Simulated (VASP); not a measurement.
Input of a VASP 6.6.1 run:

The input INCAR:

```
SYSTEM = TiC3
PREC = Accurate
ENCUT = 600
EDIFF = 1E-6
ISMEAR = 0
SIGMA = 0.2
LREAL = .FALSE.
LASPH = .TRUE.
NELM = 120
ALGO = Normal
ISIF = 2
LWAVE = .FALSE.
LCHARG = .TRUE.
GGA = PE
LELF = .TRUE.
LVHAR = .TRUE.
NBANDS = 34
GGA_COMPAT = .FALSE.
```

KPOINTS

```
regular mesh
0
G
  4 4 4
  0 0 0
```

The input POSCAR:

```
TiC3
1.0
    4.0598354312      0.0000000000      0.0000000000
    0.0000000000      4.0598354312      0.0000000000
    0.0000000000      0.0000000000      4.0598354312
Ti C
2 6
Direct
    0.0000000000      0.0000000000      0.0000000000
    0.5000000000      0.5000000000      0.5000000000
    0.2500000000      0.0000000000      0.5000000000
    0.7500000000      0.0000000000      0.5000000000
    0.0000000000      0.5000000000      0.2500000000
    0.0000000000      0.5000000000      0.7500000000
    0.5000000000      0.7500000000      0.0000000000
    0.5000000000      0.2500000000      0.0000000000
```

Potentials or basis: VASP PAW PBE potentials, release 64 (Ti_sv, C).

The run is started by

```bash
$ cat potpaw_PBE.64/Ti_sv/POTCAR potpaw_PBE.64/C/POTCAR > POTCAR
$ mpirun -np 1 vasp_std > vasp.out
```

Task: What does it give for the band gap on the k mesh?

Result: Zero (bands 24 and 25 overlap by 1.54 eV).

Task: What does it give for the pressure?

Result: -0.3 GPa.

Caveat: the k points lie up to 0.39 Å⁻¹ apart, too coarse for converged energies and pressures of a metal.
